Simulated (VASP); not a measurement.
Wanted: the native input for a VASP 6.6.1 run.

| Property | Result |
| --- | --- |
| Task | single point |
| Functional | PBEsol |
| Potentials or basis | VASP PAW PBE potentials, release 64 (Al, N) |
| Cutoff | 520 eV |
| k mesh | 9 × 9 × 6 |
| Occupations | gaussian, width 0.02 eV |
| Spin | no spin polarisation |
| Dipole correction | no |
| Further INCAR settings | ALGO = Normal; EDIFF = 1e-07; NBANDS = 16 |

The structure of AlN lies in POSCAR:

```
AlN
1.0
    3.1518807199      0.0197237536     -0.0278745793
   -1.5588590882      2.7034469446      0.0408793586
   -0.0446028800      0.0497800000      5.0099587600
Al N
2 2
Direct
    0.3413284358      0.6791081760     -0.0010124548
    0.6667118575      0.3254905800      0.5020329450
    0.3246019163      0.6660022782      0.3803736440
    0.6673527201      0.3293952541      0.8886058658
```

This cell differs from its parent crystal: atoms moved at random and the cell strained at random.

The input as run:

INCAR

```
ALGO = Normal
EDIFF = 1E-7
ENCUT = 520
GGA = PS
ISIF = 2
ISMEAR = 0
LASPH = True
LCHARG = False
LREAL = False
LWAVE = False
NBANDS = 16
NELM = 100
PREC = Accurate
SIGMA = 0.02
```

KPOINTS

```
k-points
0
Gamma
  9 9 6
```

Potentials or basis: VASP PAW PBE potentials, release 64 (Al, N).

Run with:

```bash
$ cat potpaw_PBE.64/Al/POTCAR potpaw_PBE.64/N/POTCAR > POTCAR
$ mpirun -np 1 vasp_std > vasp.out
```

Results of the run:

```
Pressure               : -4.3 GPa
Largest force          : 1.052 eV/Å
Band gap on the k mesh : 3.82 eV
```

Caveat: the cell differs from its parent crystal (atoms moved at random and the cell strained at random); the cell stands under tension; the PAW data sets were made with another functional, which shifts forces and pressure a little.

Run time: 2.6 min on 1 thread of Intel Xeon 8259CL, on a shared host, peak memory 0.26 GiB.
